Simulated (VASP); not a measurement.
# Co (Fm-3m) in VASP: a series of runs, part 2 of 2

VASP 6.6.1. Earlier steps stand in the parts before.

## 4. Single point, r2SCAN

This run uses another cell than the first one, of 9.95 Å³/atom.

POSCAR

```
Co
1.0
    0.0000000000      1.7074058208      1.7074058208
    1.7074058208      0.0000000000      1.7074058208
    1.7074058208      1.7074058208      0.0000000000
Co
1
Direct
    0.0000000000      0.0000000000      0.0000000000
```

INCAR.step1

```
SYSTEM = Co
PREC = Accurate ; ENCUT = 520
ISMEAR = -1 ; SIGMA = 0.1
LREAL = .False. ; LASPH = .True.
NELM = 100 ; NBANDS = 10
GGA = PE ; ALGO = Normal
EDIFF = 1E-4 ; LWAVE = .True.
LCHARG = .False.
```

INCAR.step2

```
SYSTEM = Co
PREC = Accurate ; ENCUT = 520
EDIFF = 1E-7 ; ISMEAR = -1
SIGMA = 0.1 ; LREAL = .False.
LASPH = .True. ; NELM = 100
ALGO = Normal ; ISIF = 2
LWAVE = .False. ; LCHARG = .False.
METAGGA = R2SCAN ; LMIXTAU = .True.
NBANDS = 10 ; ISTART = 1
```

KPOINTS

```
regular mesh
0
Gamma
  26 26 26
  0 0 0
```

Potentials or basis: VASP PAW PBE potentials, release 64 (Co).

On the command line:

```console
$ cat potpaw_PBE.64/Co/POTCAR > POTCAR
$ cp INCAR.step1 INCAR
$ mpirun -np 1 vasp_std > vasp.out
$ cp INCAR.step2 INCAR
$ mpirun -np 1 vasp_std > vasp.out
```

OUTCAR:

```text
SYSTEM = Co
   PREC = Accurate
   ENCUT = 520
   EDIFF = 1E-7
   ISMEAR = -1
   LREAL = .False.
   LASPH = .True.
   NELM = 100
   ISIF = 2
   METAGGA = R2SCAN
   ISTART = 1

 ion  position               nearest neighbor table
   1  0.000  0.000  0.000-

  LATTYP: Found a face centered cubic cell.
 ALAT       =     3.4148116416

  Lattice vectors:

 A1 = (   0.0000000000,   1.7074058208,   1.7074058208)
 A2 = (   1.7074058208,   0.0000000000,   1.7074058208)
 A3 = (   1.7074058208,   1.7074058208,   0.0000000000)

Analysis of symmetry for initial positions (statically):
=====================================================================
 Subroutine PRICEL returns:
 Original cell was already a primitive cell.

 Routine SETGRP: Setting up the symmetry group for a
 face centered cubic supercell.

 Subroutine GETGRP returns: Found 48 space group operations
 (whereof 48 operations were pure point group operations)
 out of a pool of 48 trial point group operations.

The static configuration has the point symmetry O_h .

Analysis of symmetry for dynamics (positions and initial velocities):
=====================================================================
 Subroutine PRICEL returns:
 Original cell was already a primitive cell.

 Routine SETGRP: Setting up the symmetry group for a
 face centered cubic supercell.

 Subroutine GETGRP returns: Found 48 space group operations
 (whereof 48 operations were pure point group operations)
 out of a pool of 48 trial point group operations.

The dynamic configuration has the point symmetry O_h .

 Subroutine INISYM returns: Found 48 space group operations
 (whereof 48 operations are pure point group operations),
 and found     1 'primitive' translations

----------------------------------------------------------------------------------------

                                     Primitive cell
[... 112 lines left out ...]
  Thomas-Fermi vector in A             =   2.682821
   LORBIT       =      0    0 simple, 1 ext, 2 COOP (PROOUT), +10 PAW based schemes
   METAGGA = R2SCAN    functional components
   LHFCALC =     F    Hartree Fock is set to
   AEXX    =    0.0000 exact exchange contribution
   IVDW    =     0    specifies the selected vdW correction
   LEPSILON=     F    determine dielectric tensor
   LRPA    =     F    only Hartree local field effects (RPA)
 non-spin polarized calculation
  energy-cutoff  :      520.00
  volume of cell :        9.95
 maximum number of plane-waves:       283
 NGX is ok and might be reduce to    18
   NGX =  9   NGY =  9   NGZ =  9

 number of electron       9.0000005 magnetization

 Free energy of the ion-electron system (eV)
  ---------------------------------------------------
  ext. energy  EPLUGINS =         0.00000000
  ---------------------------------------------------
  free energy    TOTEN  =       -12.77232183 eV

  energy without entropy =      -12.70583469  energy(sigma->0) =      -12.73907826

 E-fermi :  11.2296     XC(G=0): -15.2084

 val. band max:       11.2283186267   @ k =  -0.3077   0.0385   0.0000
 cond. band min:      11.2306979544   @ k =   0.3846   0.2692   0.0385
 fundamental gap:      0.0023793277
 Fermi energy:        11.2295778658

 k-point     1 :       0.0000    0.0000    0.0000
  band No.  band energies     occupation
      1       1.4823      2.00000
      2       9.2133      2.00000
      3       9.2133      2.00000
      4       9.2133      2.00000
      5      10.5538      1.99768
      6      10.5538      1.99768
      7      36.0978      0.00000
      8      41.7589      0.00000
      9      41.7589      0.00000
     10      41.7590      0.00000
[... 287 lines left out ...]
 k-point    24 :       0.3846    0.0385    0.0000
  band No.  band energies     occupation
      1       5.6715      2.00000
      2       9.1505      2.00000
      3       9.2425      2.00000
      4       9.3583      2.00000
      5      11.3374      0.50782
      6      11.3796      0.36471
      7      22.2532      0.00000
      8      35.0259      0.00000
      9      38.1674      0.00000
     10      40.3194      0.00000

 [... further k-points ...]

------------------------ aborting loop because EDIFF is reached ----------------------------------------

  FORCE on cell =-STRESS in cart. coord.  units (eV):
  Direction    XX          YY          ZZ          XY          YZ          ZX
  --------------------------------------------------------------------------------------
  -------------------------------------------------------------------------------------
  Total        0.0106680      0.0106680      0.0106680      0.0000000      0.0000000      0.0000000
  in kB        1.7169284      1.7169284      1.7169284      0.0000000      0.0000000      0.0000000
  external PRESSURE =       1.7169284 kB  Pullay stress =       0.0000000 kB

 VOLUME and BASIS-vectors are now :
 -----------------------------------------------------------------------------
  energy-cutoff  :      520.00
  volume of cell :        9.95
      direct lattice vectors                 reciprocal lattice vectors
     0.000000000  1.707405821  1.707405821    -0.292841921  0.292841921  0.292841921
     1.707405821  0.000000000  1.707405821     0.292841921 -0.292841921  0.292841921
     1.707405821  1.707405821  0.000000000     0.292841921  0.292841921 -0.292841921

 POSITION                                       TOTAL-FORCE (eV/Angst)
 -----------------------------------------------------------------------------------
      0.00000      0.00000      0.00000        -0.000000      0.000000     -0.000000
 -----------------------------------------------------------------------------------
    total drift:                                0.000000     -0.000000      0.000000

  FREE ENERGIE OF THE ION-ELECTRON SYSTEM (eV)
  ---------------------------------------------------
  free  energy   TOTEN  =       -12.7723218307 eV

  energy  without entropy=      -12.7058346871  energy(sigma->0) =      -12.73907826
```

OUTCAR.step1:

```text
SYSTEM = Co
   PREC = Accurate
   ENCUT = 520
   ISMEAR = -1
   LREAL = .False.
   LASPH = .True.
[... 529 lines left out ...]
 -----------------------------------------------------------------------------------
      0.00000      0.00000      0.00000         0.000000      0.000000      0.000000
 -----------------------------------------------------------------------------------
    total drift:                                0.000000     -0.000000      0.000000

  FREE ENERGIE OF THE ION-ELECTRON SYSTEM (eV)
  ---------------------------------------------------
  free  energy   TOTEN  =        -6.8680354742 eV

  energy  without entropy=       -6.7960625310  energy(sigma->0) =       -6.83204900
```

It took 7.4 min on 1 thread of AMD EPYC 7R13, shared host; peak memory 0.14 GiB.

What came out:

- Free energy: -12.7723 eV
- Pressure: 0.2 GPa
- Band gap on the k mesh: zero (an odd number of electrons rules out a gap without spin polarisation)

Caveat: the PAW data sets were made with another functional, which shifts forces and pressure a little; the run has no spin polarisation, though such a crystal can be magnetic. Spin polarisation is off, so any magnetic state and its effect on volume and gap are missing.

## 5. Overview

```csv
spin,cell,k mesh,smearing,gap on the mesh (eV),pressure (GPa)
off,"a = 2.477 Å, angles 60.0°, 1 atom",18 × 18 × 18,fermi-dirac 0.1 eV,none,-17.8
"collinear, ferromagnetic start","a = 2.485 Å, angles 60.0°, 1 atom",15 × 15 × 15,fermi-dirac 0.05 eV,none,-0.1
off,"a = 2.415 Å, angles 60.0°, 1 atom",26 × 26 × 26,fermi-dirac 0.1 eV,none,0.2
```

Alike in all rows: task single point; level r2SCAN; potentials or basis VASP PAW PBE potentials, release 64 (Co); cutoff (eV) 520.

Caveats: the PAW data sets were made with another functional, which shifts forces and pressure a little; the cell stands under tension (at least some runs).

Absolute energies hang on the potentials; compare differences alone.
